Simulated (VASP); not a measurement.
# Ru2Pb (R-3m) in VASP: a series of runs

Runs on Ru2Pb. Level: PBE. Tasks: single point.

Program: VASP 6.6.1. These are calculated values, not measurements. Logs are shortened: lines on timing, memory, paths and dates and some standing lists are left out, and cuts for length are marked.

## (1) The cell of the first run

The structure is trigonal, space group R-3m (No. 166). The conventional cell has a = 3.555 Å, b = 3.555 Å, c = 16.104 Å, α = 90.00°, β = 90.00°, γ = 120.00°. Within 3.2 Å of Ru (site symmetry 3m) lie 3 Pb at 2.45 Å. Within 3.2 Å of Pb (site symmetry -3m) lie 6 Ru at 2.45 Å.

## (2) Single point, PBE

Input file INCAR:

```
PREC     = Accurate       # precision mode
ENCUT    = 520            # plane-wave cutoff, eV
EDIFF    = 1E-6           # SCF threshold, eV
ISMEAR   = 0              # smearing method
SIGMA    = 0.1            # smearing width, eV
LREAL    = False          # projectors in reciprocal space
LASPH    = True           # aspherical terms in the spheres
NELM     = 100            # most SCF steps
ALGO     = Normal         # electronic algorithm
ISIF     = 2              # what is computed and relaxed
LWAVE    = False          # write WAVECAR
LCHARG   = True           # write CHGCAR
GGA      = PE             # functional
LELF     = True           # ELF
LVHAR    = True         
NBANDS   = 28             # bands
```

Input file KPOINTS:

```
Automatic mesh
0
Gamma
  6 6 6
```

Input file POSCAR:

```
Ru2Pb
1.0
    1.7773436979      1.0261498624      5.3680326351
   -1.7773436979      1.0261498624      5.3680326351
    0.0000000000     -2.0522997249      5.3680326351
Ru Pb
2 1
Direct
    0.7500000000      0.7500000000      0.7500000000
    0.2500000000      0.2500000000      0.2500000000
    0.0000000000      0.0000000000      0.0000000000
```

Potentials or basis: VASP PAW PBE potentials, release 64 (Ru_pv, Pb_d).

On the command line:

```
> cat potpaw_PBE.64/Ru_pv/POTCAR potpaw_PBE.64/Pb_d/POTCAR > POTCAR
> mpirun -np 1 vasp_std > vasp.out
```

OUTCAR:

```text
PREC = Accurate
   ENCUT = 520
   EDIFF = 1E-6
   ISMEAR = 0
   LREAL = False
   LASPH = True
   NELM = 100
   ISIF = 2
   GGA = PE

 ion  position               nearest neighbor table
   1  0.750  0.750  0.750-   3 2.45   3 2.45   3 2.45
   2  0.250  0.250  0.250-   3 2.45   3 2.45   3 2.45
   3  0.000  0.000  0.000-   1 2.45   1 2.45   2 2.45   2 2.45   1 2.45   2 2.45

  LATTYP: Found a trigonal (rhomboedric) cell.
 ALAT       =     5.7469738587
 COS(alpha) =     0.8087090652

  Lattice vectors:

 A1 = (   1.7773436979,   1.0261498624,   5.3680326351)
 A2 = (  -1.7773436979,   1.0261498624,   5.3680326351)
 A3 = (   0.0000000000,  -2.0522997249,   5.3680326351)

Analysis of symmetry for initial positions (statically):
=====================================================================
 Subroutine PRICEL returns:
 Original cell was already a primitive cell.

 Routine SETGRP: Setting up the symmetry group for a
 trigonal (rhombohedral) supercell.

 Subroutine GETGRP returns: Found 12 space group operations
 (whereof 12 operations were pure point group operations)
 out of a pool of 12 trial point group operations.

The static configuration has the point symmetry D_3d.

Analysis of symmetry for dynamics (positions and initial velocities):
=====================================================================
 Subroutine PRICEL returns:
 Original cell was already a primitive cell.

 Routine SETGRP: Setting up the symmetry group for a
 trigonal (rhombohedral) supercell.

 Subroutine GETGRP returns: Found 12 space group operations
 (whereof 12 operations were pure point group operations)
 out of a pool of 12 trial point group operations.

The dynamic configuration has the point symmetry D_3d.

 Subroutine INISYM returns: Found 12 space group operations
 (whereof 12 operations are pure point group operations),
 and found     1 'primitive' translations

----------------------------------------------------------------------------------------

                                     Primitive cell

  volume of cell :      58.7420

  direct lattice vectors                    reciprocal lattice vectors
     1.777343698  1.026149862  5.368032635     0.281318690  0.162419421  0.062095996
    -1.777343698  1.026149862  5.368032635    -0.281318690  0.162419421  0.062095996
     0.000000000 -2.052299725  5.368032635     0.000000000 -0.324838842  0.062095996

  length of vectors
     5.746973859  5.746973859  5.746973859     0.330720707  0.330720707  0.330720707

  position of ions in fractional coordinates (direct lattice)
     0.750000000  0.750000000  0.750000000
     0.250000000  0.250000000  0.250000000
     0.000000000  0.000000000  0.000000000

  ion indices of the primitive-cell ions
   primitive index   ion index
                 1           1
                 2           2
                 3           3

----------------------------------------------------------------------------------------

 KPOINTS: Automatic mesh

Automatic generation of k-mesh.
 Grid dimensions read from file:
 generate k-points for:    6    6    6

 Generating k-lattice:

  Cartesian coordinates                     Fractional coordinates (reciprocal lattice)
     0.046886448  0.027069904  0.010349333     0.166666667 -0.000000000  0.000000000
    -0.046886448  0.027069904  0.010349333    -0.000000000  0.166666667  0.000000000
     0.000000000 -0.054139807  0.010349333     0.000000000  0.000000000  0.166666667

  Length of vectors
     0.055120118  0.055120118  0.055120118

  Shift w.r.t. Gamma in fractional coordinates (k-lattice)
     0.000000000  0.000000000  0.000000000

 Subroutine IBZKPT returns following result:
 ===========================================

 Found     32 irreducible k-points:

 Following reciprocal coordinates:
            Coordinates               Weight
  0.000000  0.000000  0.000000      1.000000
  0.166667 -0.000000 -0.000000      6.000000
  0.333333 -0.000000 -0.000000      6.000000
  0.500000 -0.000000 -0.000000      3.000000
  0.166667  0.166667 -0.000000      6.000000
  0.333333  0.166667 -0.000000     12.000000
[... 16 lines left out ...]
  0.500000  0.500000  0.166667      6.000000
 -0.333333  0.500000  0.166667     12.000000
 [... further k-points ...]
   k-points           NKPTS =     32   k-points in BZ     NKDIM =     32   number of bands    NBANDS=     28
   number of dos      NEDOS =    301   number of ions     NIONS =      3
   total plane-waves  NPLWV = 110592
   dimension x,y,z NGX =    48 NGY =   48 NGZ =   48
   dimension x,y,z NGXF=    96 NGYF=   96 NGZF=   96
   ions per type =               2   1
   NGX,Y,Z   is equivalent  to a cutoff of  13.89, 13.89, 13.89 a.u.
   NGXF,Y,Z  is equivalent  to a cutoff of  27.77, 27.77, 27.77 a.u.
 SYSTEM =  unknown system
   PREC   = accura    normal or accurate (medium, high low for compatibility)
   ISTART =      0    job   : 0-new  1-cont  2-samecut
   ICHARG =      2    charge: 1-file 2-atom 10-const
   ISPIN  =      1    spin polarized calculation?
   LNONCOLLINEAR =      F non collinear calculations
   LSORBIT =      F    spin-orbit coupling
   LASPH  =      T    aspherical Exc in radial PAW
   ENCUT  =  520.0 eV  38.22 Ry    6.18 a.u.  10.69 10.69 10.69*2*pi/ulx,y,z
   NELM   =    100;   NELMIN=  2; NELMDL= -5     # of ELM steps
   EDIFF  = 0.1E-05   stopping-criterion for ELM
   LREAL  =      F    real-space projection
   EDIFFG = 0.1E-04   stopping-criterion for IOM
   NSW    =      0    number of steps for IOM
   IBRION =     -1    ionic relax: 0-MD 1-quasi-New 2-CG
   NFREE  =      0    steps in history (QN), initial steepest desc. (CG)
   ISIF   =      2    stress and relaxation
   ISYM   =      2    0-nonsym 1-usesym 2-fastsym
   POTIM  = 0.5000    time-step for ionic-motion
   TEBEG  =    0.0;   TEEND  =   0.0 temperature during run
   PSTRESS=    0.0 pullay stress
   NELECT =      42.0000    total number of electrons
   NUPDOWN=      -1.0000    fix difference up-down
   EMIN   =  10.00;   EMAX   =-10.00  energy-range for DOS
   EFERMI =   0.00;   METHOD = LEGACY
   ISMEAR =     0;   SIGMA  =   0.10  broadening in eV -4-tet -1-fermi 0-gaus
   EFERMI_NEDOS =   21; number of points for ismear=-14 and -15
   IALGO  =     38    algorithm
   IMIX   =      4    mixing-type and parameters
     AMIX     =   0.40;   BMIX     =  1.00
     AMIX_MAG =   1.60;   BMIX_MAG =  1.00
  volume/ion in A,a.u.               =      19.58       132.14
  Fermi-wavevector in a.u.,A,eV,Ry     =   1.463890  2.766351 29.156923  2.142973
  Thomas-Fermi vector in A             =   2.579931
   LORBIT       =      0    0 simple, 1 ext, 2 COOP (PROOUT), +10 PAW based schemes
   GGA     = PE    functional components
   LHFCALC =     F    Hartree Fock is set to
   AEXX    =    0.0000 exact exchange contribution
   IVDW    =     0    specifies the selected vdW correction
   LEPSILON=     F    determine dielectric tensor
   LRPA    =     F    only Hartree local field effects (RPA)
 non-spin polarized calculation
 Gauss-broadening in eV      SIGMA  =   0.10
  energy-cutoff  :      520.00
  volume of cell :       58.74
 maximum number of plane-waves:      1604
 NGX is ok and might be reduce to    48
   NGX = 21   NGY = 21   NGZ = 21

 number of electron      41.9999997 magnetization

 Free energy of the ion-electron system (eV)
  ---------------------------------------------------
  ext. energy  EPLUGINS =         0.00000000
  ---------------------------------------------------
  free energy    TOTEN  =       -15.24925667 eV

  energy without entropy =      -15.21049178  energy(sigma->0) =      -15.22987423

 E-fermi :   8.6506     XC(G=0): -11.8185

 val. band max:        8.6495335706   @ k =   0.3333  -0.0000  -0.0000
 cond. band min:       8.6664049055   @ k =  -0.1667   0.3333   0.1667
 fundamental gap:      0.0168713349
 Fermi energy:         8.6505671654

 k-point     1 :       0.0000    0.0000    0.0000
  band No.  band energies     occupation
      1     -33.2776      2.00000
      2     -33.2048      2.00000
      3     -33.2048      2.00000
      4     -33.1730      2.00000
      5     -33.1730      2.00000
      6     -33.1720      2.00000
[... 20 lines left out ...]
     27      17.6954      0.00000
     28      18.3363      0.00000

 k-point     2 :       0.1667   -0.0000   -0.0000
  band No.  band energies     occupation
      1     -33.2683      2.00000
      2     -33.2107      2.00000
      3     -33.2053      2.00000
      4     -33.1884      2.00000
      5     -33.1781      2.00000
      6     -33.1777      2.00000
[... 20 lines left out ...]
     27      18.2744      0.00000
     28      18.4471      0.00000

 k-point     3 :       0.3333   -0.0000   -0.0000
  band No.  band energies     occupation
      1     -33.2471      2.00000
      2     -33.2221      2.00000
      3     -33.2172      2.00000
      4     -33.2051      2.00000
      5     -33.1952      2.00000
      6     -33.1883      2.00000
[... 20 lines left out ...]
     27      15.3077      0.00000
     28      18.2992      0.00000

 k-point     4 :       0.5000   -0.0000   -0.0000
  band No.  band energies     occupation
      1     -33.2388      2.00000
      2     -33.2250      2.00000
      3     -33.2212      2.00000
      4     -33.2146      2.00000
      5     -33.2034      2.00000
      6     -33.1953      2.00000
[... 578 lines left out ...]
     27      13.9225      0.00000
     28      17.0331      0.00000

 k-point    23 :       0.5000    0.5000    0.1667
  band No.  band energies     occupation
      1     -33.2530      2.00000
      2     -33.2436      2.00000
      3     -33.2040      2.00000
      4     -33.1963      2.00000
      5     -33.1894      2.00000
      6     -33.1886      2.00000
[... 20 lines left out ...]
     27      15.5663      0.00000
     28      18.0878      0.00000

 k-point    24 :      -0.3333    0.5000    0.1667
  band No.  band energies     occupation
      1     -33.2534      2.00000
      2     -33.2442      2.00000
      3     -33.2103      2.00000
      4     -33.2024      2.00000
      5     -33.1982      2.00000
      6     -33.1896      2.00000
[... 20 lines left out ...]
     27      15.9276      0.00000
     28      17.6983      0.00000

 [... further k-points ...]

------------------------ aborting loop because EDIFF is reached ----------------------------------------

  FORCE on cell =-STRESS in cart. coord.  units (eV):
  Direction    XX          YY          ZZ          XY          YZ          ZX
  --------------------------------------------------------------------------------------
  -------------------------------------------------------------------------------------
  Total       11.6661972     11.6661972      7.0039133      0.0000000     -0.0000000      0.0000000
  in kB      318.1934887    318.1934888    191.0305097      0.0000000     -0.0000000      0.0000000
  external PRESSURE =     275.8058291 kB  Pullay stress =       0.0000000 kB

 VOLUME and BASIS-vectors are now :
 -----------------------------------------------------------------------------
  energy-cutoff  :      520.00
  volume of cell :       58.74
      direct lattice vectors                 reciprocal lattice vectors
     1.777343698  1.026149862  5.368032635     0.281318690  0.162419421  0.062095996
    -1.777343698  1.026149862  5.368032635    -0.281318690  0.162419421  0.062095996
     0.000000000 -2.052299725  5.368032635     0.000000000 -0.324838842  0.062095996

 POSITION                                       TOTAL-FORCE (eV/Angst)
 -----------------------------------------------------------------------------------
      0.00000     -0.00000     12.07807         0.000000     -0.000000      5.846021
      0.00000     -0.00000      4.02602         0.000000      0.000000     -5.846021
      0.00000      0.00000      0.00000         0.000000      0.000000      0.000000
 -----------------------------------------------------------------------------------
    total drift:                               -0.000000      0.000000      0.000000

  FREE ENERGIE OF THE ION-ELECTRON SYSTEM (eV)
  ---------------------------------------------------
  free  energy   TOTEN  =       -15.2492566743 eV

  energy  without entropy=      -15.2104917797  energy(sigma->0) =      -15.22987423
```

Wall time 56 s (1 thread of Intel Xeon 6975P-C (Granite Rapids), shared host); peak memory 0.31 GiB.

Results:

| Property | Result |
| --- | --- |
| Free energy | -15.2493 eV |
| Pressure | 27.6 GPa |
| Largest force | 5.846 eV/Å |
| Band gap on the k mesh | zero (band 21 reaches 8.81 eV, above the bottom of band 22 at 8.40 eV) |

Forces in eV/Å, atoms in the order of the input:
```
Ru   0.000  0.000  5.846
Ru   0.000  0.000 -5.846
Pb   0.000  0.000  0.000
```

Caveat: spin-orbit coupling is left out, which moves the levels of the heavy elements; forces of over 1 eV/Å act on the atoms, so gaps and moduli don't describe the material at rest.

## (3) Single point, PBE

This run uses another cell than the first one, of 22.07 Å³/atom, 1.127 times its volume.

Input file INCAR:

```
SYSTEM = Ru2Pb
PREC = Accurate ; ENCUT = 520
EDIFF = 1E-7 ; ISMEAR = 0
SIGMA = 0.1 ; LREAL = .FALSE.
LASPH = .TRUE. ; NELM = 100
ALGO = Fast ; ISIF = 2
LWAVE = .FALSE. ; LCHARG = .FALSE.
GGA = PE ; NBANDS = 28
```

Input file KPOINTS:

```
regular mesh
0
G
  6 6 6
  0 0 0
```

Input file POSCAR:

```
Ru2Pb
1.0
    1.9392757619      1.1196413831      5.0829093608
   -1.9392757619      1.1196413831      5.0829093608
    0.0000000000     -2.2392827663      5.0829093608
Ru Pb
2 1
Direct
    0.8091460451      0.8091460451      0.8091460451
    0.1908539549      0.1908539549      0.1908539549
    0.0000000000      0.0000000000      0.0000000000
```

Potentials or basis: VASP PAW PBE potentials, release 64 (Ru_pv, Pb_d).

On the command line:

```
> cat potpaw_PBE.64/Ru_pv/POTCAR potpaw_PBE.64/Pb_d/POTCAR > POTCAR
> mpirun -np 1 vasp_std > vasp.out
```

Wall time 72 s (1 thread of Intel Xeon 6975P-C (Granite Rapids), shared host); peak memory 0.27 GiB.

It converged, with:

- Free energy: -19.7603 eV
- Pressure: 0.3 GPa
- Largest force: 0.030 eV/Å
- Band gap on the k mesh: zero (band 21 reaches 8.19 eV, above the bottom of band 22 at 7.85 eV)

Forces in eV/Å, atoms in the order of the input:
```
Ru   0.000  0.000 -0.030
Ru   0.000  0.000  0.030
Pb   0.000  0.000  0.000
```

Stress tensor (GPa, compression positive):
```
0.46 0.00 0.00
0.00 0.46 0.00
0.00 0.00 0.00
```

Levels at points of the mesh, in eV from the Fermi level:
```csv
k point,band 17,band 18,band 19,band 20,band 21,band 22,band 23,band 24,band 25,band 26
"(0.00, 0.00, 0.00)",-3.24,-3.24,-0.13,-0.10,-0.10,0.82,0.82,1.45,5.20,5.20
"(0.50, 0.00, 0.00)",-3.12,-2.96,-0.44,-0.30,-0.11,0.02,0.57,1.12,3.20,4.06
"(0.50, 0.50, 0.00)",-2.61,-2.55,-2.05,-0.64,-0.39,1.28,1.56,1.62,1.75,2.14
"(0.50, 0.50, 0.50)",-3.27,-2.37,-1.87,-0.08,-0.08,0.59,0.59,4.53,4.53,6.26
```

Caveat: spin-orbit coupling is left out, which moves the levels of the heavy elements.
